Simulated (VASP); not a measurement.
SnO2: single point with r2SCAN

Crystal: SnO2.

```xyz
6
Lattice="4.7880 0.0000 0.0000 0.0000 4.8666 0.0000 0.0000 0.0000 3.2409" Properties=species:S:1:pos:R:3 pbc="T T T"
Sn    2.3940    2.4333    1.6204
Sn    0.0000    0.0000    0.0000
O     1.3974    1.5624    0.0000
O     3.7914    0.8709    1.6204
O     0.9966    3.9957    1.6204
O     3.3906    3.3042    0.0000
```

| Property | Result |
| --- | --- |
| Program | VASP 6.6.1 |
| Task | single point |
| Functional | r2SCAN |
| Potentials or basis | VASP PAW PBE potentials, release 64 (Sn_d, O) |
| Cutoff | 520 eV |
| k mesh | 4 × 4 × 6 |
| Occupations | gaussian, width 0.01 eV |
| Spin | no spin polarisation |
| Dipole correction | no |
| Further INCAR settings | ALGO = Normal; EDIFF = 1e-07; NBANDS = 35 |

```
Pressure               : -7.3 GPa
Largest force          : 0.118 eV/Å
Band gap on the k mesh : 1.42 eV, direct
```

Forces in eV/Å, atoms in the order of the input:
```
Sn   0.000  0.000  0.000
Sn   0.000  0.000  0.000
O    0.101 -0.059  0.000
O    0.101  0.059  0.000
O   -0.101 -0.059  0.000
O   -0.101  0.059  0.000
```

Stress tensor (GPa, compression positive):
```
-6.63  0.00  0.00
 0.00 -6.98  0.00
 0.00  0.00 -8.26
```

Levels at points of the mesh, in eV from the valence-band top:
| k point | band 23 | band 24 | band 25 | band 26 | band 27 | band 28 | band 29 | band 30 |
| --- | --- | --- | --- | --- | --- | --- | --- | --- |
| (0.00, 0.00, 0.00) | -1.12 | -0.65 | -0.64 | 0.00 | 1.42 | 6.44 | 6.83 | 6.99 |
| (0.50, 0.00, 0.00) | -1.10 | -1.10 | -0.46 | -0.46 | 4.52 | 4.52 | 7.39 | 7.39 |
| (0.00, 0.50, 0.00) | -1.09 | -1.09 | -0.57 | -0.57 | 4.67 | 4.67 | 7.86 | 7.86 |
| (0.50, 0.50, 0.00) | -1.22 | -1.22 | -0.77 | -0.77 | 5.02 | 5.02 | 7.93 | 7.93 |
| (0.00, 0.00, 0.50) | -1.49 | -1.49 | -1.09 | -1.09 | 6.42 | 6.42 | 10.26 | 10.26 |
| (0.50, 0.00, 0.50) | -0.86 | -0.86 | -0.70 | -0.70 | 6.72 | 6.72 | 8.64 | 8.64 |
| (0.00, 0.50, 0.50) | -1.07 | -1.07 | -0.60 | -0.60 | 6.62 | 6.62 | 8.42 | 8.42 |
| (0.50, 0.50, 0.50) | -0.86 | -0.86 | -0.71 | -0.71 | 5.18 | 5.18 | 9.46 | 9.46 |

It took 10 min on 1 thread of AMD EPYC 7R13, with other jobs on the host, peak memory 0.19 GiB.

Caveat: the PAW data sets were made with another functional, which shifts forces and pressure a little; spin-orbit coupling is left out, which moves the levels of the heavy elements. r2SCAN opens gaps a little over a GGA but as a rule still falls short of measured ones.
